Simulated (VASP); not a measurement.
La3B2, 5 atoms in the cell. The structure is cubic, space group Pm-3m (No. 221). Conventional cell: a = 4.759 Å, b = 4.759 Å, c = 4.759 Å, α = 90.00°, β = 90.00°, γ = 90.00°. Within 3.1 Å of La (site symmetry 4/mmm) lie 2 B at 2.38 Å. Within 3.1 Å of B (site symmetry m-3m) lie 6 La at 2.38 Å. Within 4.4 Å of B (site symmetry m-3m) lie 12 La at 3.37 Å and 8 B at 4.12 Å. 

```yaml
Program: VASP 6.6.1
Task: single point
Functional: PBE
Potentials_or_basis: VASP PAW PBE potentials, release 64 (La, B)
Cutoff: 520 eV
k_mesh: 4 × 4 × 4
Occupations: gaussian, width 0.1 eV
Spin: no spin polarisation
Dipole_correction: no
Further_INCAR_settings: ALGO = Normal; EDIFF = 1e-06; NBANDS = 28
```

Potentials or basis: VASP PAW PBE potentials, release 64 (La, B).

Launch:

```console
$ cat potpaw_PBE.64/La/POTCAR potpaw_PBE.64/B/POTCAR > POTCAR
$ mpirun -np 1 vasp_std > vasp.out
```

Hardware: 1 thread of Intel(R) Xeon(R) 6975P-C (Granite Rapids), with other jobs on the host.

Problem. How long does it take, and how much memory?

Solution. Wall time 28 s on 1 thread of Intel(R) Xeon(R) 6975P-C (Granite Rapids) (shared host), peak memory 0.21 GiB. Counts: scf iterations 15, k points 10.
